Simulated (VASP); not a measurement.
# Ti6Si in VASP: further runs

The runs below take Ti6Si through single point, with PBE.

Program: VASP 6.6.1. These are calculated values, not measurements. Logs are shortened: lines on timing, memory, paths and dates and some standing lists are left out, and cuts for length are marked.

## 1. The cell of the first run

The cell holds a slab with vacuum, 7 atoms: a = 2.938 Å, b = 4.650 Å, c = 21.284 Å, α = 90.00°, β = 90.00°, γ = 90.00°.

## 2. Single point, PBE

INCAR reads:

```
SYSTEM = Ti6Si
ALGO     = Normal         ! electronic algorithm
DIPOL    = 0.5 0.5 0.361
EDIFF    = 1E-7           ! SCF threshold, eV
ENCUT    = 520            ! plane-wave cutoff, eV
GGA      = PE             ! functional
IDIPOL   = 3            
ISIF     = 2              ! what is computed and relaxed
ISMEAR   = 0              ! smearing method
LASPH    = .True.         ! aspherical terms in the spheres
LCHARG   = .True.         ! write CHGCAR
LDIPOL   = .True.       
LELF     = .True.         ! ELF
LREAL    = .False.        ! projectors in reciprocal space
LVACPOTAV= .True.       
LVHAR    = .True.       
LWAVE    = .False.        ! write WAVECAR
NBANDS   = 47             ! bands
NELM     = 60             ! most SCF steps
PREC     = Accurate       ! precision mode
SIGMA    = 0.1            ! smearing width, eV
```

KPOINTS reads:

```
k-points
0
Gamma
  9 6 1
  0 0 0
```

POSCAR reads:

```
Ti6Si
1.0
    2.9381632085      0.0000000000      0.0000000000
    0.0000000000      4.6504654182      0.0000000000
    0.0000000000      0.0000000000     21.2842242132
Ti Si
6 1
Direct
    0.0000000000      0.7500000000      0.1879326190
    0.5000000000      0.2500000000      0.2277825403
    0.5000000000      0.7500000000      0.3074823829
    0.0000000000      0.2500000000      0.3461291980
    0.0000000000      0.7500000000      0.4220680070
    0.5000000000      0.2500000000      0.4596937203
    0.5000000000      0.2500000000      0.5781125536
```

Potentials or basis: VASP PAW PBE potentials, release 64 (Ti_sv, Si).

Launch:

```bash
cat potpaw_PBE.64/Ti_sv/POTCAR potpaw_PBE.64/Si/POTCAR > POTCAR
mpirun -np 1 vasp_std > vasp.out
```

OUTCAR:

```text
SYSTEM = Ti6Si
   EDIFF = 1E-7
   ENCUT = 520
   GGA = PE
   ISIF = 2
   ISMEAR = 0
   LASPH = .True.
   LREAL = .False.
   NELM = 60
   PREC = Accurate

 ion  position               nearest neighbor table
   1  0.000  0.750  0.188-   2 2.88   2 2.88   2 2.88   2 2.88
   2  0.500  0.250  0.228-   1 2.88   1 2.88   1 2.88   1 2.88   3 2.88   3 2.88   4 2.92   4 2.92

   3  0.500  0.750  0.307-   5 2.85   5 2.85   4 2.87   4 2.87   4 2.87   4 2.87   2 2.88   2 2.88

   4  0.000  0.250  0.346-   6 2.83   6 2.83   5 2.83   5 2.83   3 2.87   3 2.87   3 2.87   3 2.87
                             2 2.92   2 2.92
   5  0.000  0.750  0.422-   4 2.83   4 2.83   3 2.85   3 2.85   6 2.86   6 2.86   6 2.86   6 2.86

   6  0.500  0.250  0.460-   7 2.52   4 2.83   4 2.83   5 2.86   5 2.86   5 2.86   5 2.86
   7  0.500  0.250  0.578-   6 2.52

  LATTYP: Found a simple orthorhombic cell.
 ALAT       =     2.9381632085
 B/A-ratio  =     1.5827798145
 C/A-ratio  =     7.2440578357

  Lattice vectors:

 A1 = (   2.9381632085,   0.0000000000,   0.0000000000)
 A2 = (   0.0000000000,   4.6504654182,   0.0000000000)
 A3 = (   0.0000000000,   0.0000000000,  21.2842242132)

Analysis of symmetry for initial positions (statically):
=====================================================================
 Subroutine PRICEL returns:
 Original cell was already a primitive cell.

 Routine SETGRP: Setting up the symmetry group for a
 simple orthorhombic supercell.

 Subroutine GETGRP returns: Found  4 space group operations
 (whereof  2 operations were pure point group operations)
 out of a pool of  8 trial point group operations.

The static configuration has the point symmetry C_1h.
 The point group associated with its full space group is C_2v.

Analysis of symmetry for dynamics (positions and initial velocities):
=====================================================================
 Subroutine PRICEL returns:
 Original cell was already a primitive cell.

 Routine SETGRP: Setting up the symmetry group for a
 simple orthorhombic supercell.

 Subroutine GETGRP returns: Found  4 space group operations
 (whereof  2 operations were pure point group operations)
 out of a pool of  8 trial point group operations.

The dynamic configuration has the point symmetry C_1h.
 The point group associated with its full space group is C_2v.

 Subroutine INISYM returns: Found  4 space group operations
 (whereof  2 operations are pure point group operations),
 and found     1 'primitive' translations
[... 108 lines left out ...]
   POTIM  = 0.5000    time-step for ionic-motion
   TEBEG  =    0.0;   TEEND  =   0.0 temperature during run
   PSTRESS=    0.0 pullay stress
   NELECT =      76.0000    total number of electrons
   NUPDOWN=      -1.0000    fix difference up-down
   EMIN   =  10.00;   EMAX   =-10.00  energy-range for DOS
   EFERMI =   0.00;   METHOD = LEGACY
   ISMEAR =     0;   SIGMA  =   0.10  broadening in eV -4-tet -1-fermi 0-gaus
   EFERMI_NEDOS =   21; number of points for ismear=-14 and -15
   IALGO  =     38    algorithm
   IMIX   =      4    mixing-type and parameters
     AMIX     =   0.40;   BMIX     =  1.00
     AMIX_MAG =   1.60;   BMIX_MAG =  1.00
  volume/ion in A,a.u.               =      41.55       280.37
  Fermi-wavevector in a.u.,A,eV,Ry     =   1.046653  1.977887 14.904939  1.095482
  Thomas-Fermi vector in A             =   2.181500
   LORBIT       =      0    0 simple, 1 ext, 2 COOP (PROOUT), +10 PAW based schemes
   GGA     = PE    functional components
   LHFCALC =     F    Hartree Fock is set to
   AEXX    =    0.0000 exact exchange contribution
   IVDW    =     0    specifies the selected vdW correction
   LEPSILON=     F    determine dielectric tensor
   LRPA    =     F    only Hartree local field effects (RPA)
 non-spin polarized calculation
 Gauss-broadening in eV      SIGMA  =   0.10
  energy-cutoff  :      520.00
  volume of cell :      290.82
 maximum number of plane-waves:      7881
 NGX is ok and might be reduce to    24
   NGX = 11   NGY = 17   NGZ = 79

 dipolmoment           0.000000      0.000000     -0.039360 electrons x Angstroem

 number of electron      76.0000010 magnetization

 dipolmoment           0.000000      0.000000      0.101068 electrons x Angstroem

 Free energy of the ion-electron system (eV)
  ---------------------------------------------------
  ext. energy  EPLUGINS =         0.00000000
  ---------------------------------------------------
  free energy    TOTEN  =       -47.85385087 eV

  energy without entropy =      -47.79050792  energy(sigma->0) =      -47.82217939

 E-fermi :   0.9828     XC(G=0):  -5.8707

 val. band max:        0.9737728457   @ k =   0.4444   0.3333   0.0000
 cond. band min:       0.9939517223   @ k =   0.1111   0.5000   0.0000
 fundamental gap:      0.0201788766
 Fermi energy:         0.9828051442

 k-point     1 :       0.0000    0.0000    0.0000
  band No.  band energies     occupation
      1     -56.0741      2.00000
      2     -55.8478      2.00000
      3     -55.7800      2.00000
      4     -55.7326      2.00000
      5     -55.7127      2.00000
      6     -55.5743      2.00000
[... 989 lines left out ...]
     46       2.2017      0.00000
     47       2.4970      0.00000

------------------------ aborting loop because EDIFF is reached ----------------------------------------

  FORCE on cell =-STRESS in cart. coord.  units (eV):
  Direction    XX          YY          ZZ          XY          YZ          ZX
  --------------------------------------------------------------------------------------
  -------------------------------------------------------------------------------------
  Total       -5.6606555     -1.7413206     -1.1102017      0.0000000      0.0000000      0.0000000
  in kB      -31.1851004     -9.5931041     -6.1162089      0.0000000      0.0000000      0.0000000
  external PRESSURE =     -15.6314711 kB  Pullay stress =       0.0000000 kB

 VOLUME and BASIS-vectors are now :
 -----------------------------------------------------------------------------
  energy-cutoff  :      520.00
  volume of cell :      290.82
      direct lattice vectors                 reciprocal lattice vectors
     2.938163208  0.000000000  0.000000000     0.340348690  0.000000000  0.000000000
     0.000000000  4.650465418  0.000000000     0.000000000  0.215032241  0.000000000
     0.000000000  0.000000000 21.284224213     0.000000000  0.000000000  0.046983155

 POSITION                                       TOTAL-FORCE (eV/Angst)
 -----------------------------------------------------------------------------------
      0.00000      3.48785      4.00000         0.000000      0.000000      0.274727
      1.46908      1.16262      4.84817         0.000000      0.000000      0.077278
      1.46908      3.48785      6.54452         0.000000      0.000000     -0.302224
      0.00000      1.16262      7.36709         0.000000      0.000000     -0.079301
      0.00000      3.48785      8.98339         0.000000      0.000000      0.300574
      1.46908      1.16262      9.78422         0.000000      0.000000     -0.256237
      1.46908      1.16262     12.30468         0.000000      0.000000     -0.014818
 -----------------------------------------------------------------------------------
    total drift:                                0.000000     -0.000000      0.000340

  FREE ENERGIE OF THE ION-ELECTRON SYSTEM (eV)
  ---------------------------------------------------
  free  energy   TOTEN  =       -47.8538508673 eV

  energy  without entropy=      -47.7905079194  energy(sigma->0) =      -47.82217939

 vacuum level on the upper side and lower side of the slab         6.044         4.705
```

OSZICAR:

```text
N       E                     dE             d eps       ncg     rms          rms(c)
DAV:   1     0.930180825588E+03    0.93018E+03   -0.40568E+04  2144   0.164E+03
DAV:   2     0.758856265114E+02   -0.85430E+03   -0.83895E+03  1922   0.519E+02
DAV:   3    -0.311802420670E+02   -0.10707E+03   -0.10413E+03  3082   0.161E+02
[... 25 lines left out ...]
DAV:  29    -0.478538407292E+02   -0.99965E-05   -0.65078E-07  1745   0.428E-03    0.255E-03
DAV:  30    -0.478538465337E+02   -0.58045E-05   -0.43106E-07  1722   0.360E-03    0.213E-03
DAV:  31    -0.478538498922E+02   -0.33585E-05   -0.38680E-07  1541   0.244E-03    0.906E-04
DAV:  32    -0.478538505995E+02   -0.70731E-06   -0.94504E-08  1429   0.145E-03    0.410E-04
DAV:  33    -0.478538508779E+02   -0.27838E-06   -0.67349E-08  1420   0.143E-03    0.422E-04
DAV:  34    -0.478538508673E+02    0.10628E-07   -0.18094E-08  1269   0.112E-03
   1 F= -.47853851E+02 E0= -.47822179E+02  d E =-.633429E-01
```

It took 5.3 min on 1 thread of Intel Xeon 6975P-C (Granite Rapids), shared host; peak memory 0.46 GiB.

Results:

| Quantity | Value |
| --- | --- |
| Free energy | -47.8539 eV |
| Largest force | 0.302 eV/Å |
| Band gap on the k mesh | zero (bands 38 and 39 overlap by 0.32 eV) |

Forces in eV/Å, atoms in the order of the input:
```
Ti   0.000  0.000  0.275
Ti   0.000  0.000  0.077
Ti   0.000  0.000 -0.302
Ti   0.000  0.000 -0.079
Ti   0.000  0.000  0.301
Ti   0.000  0.000 -0.256
Si   0.000  0.000 -0.015
```

(Part 1 of 2 ends here.)
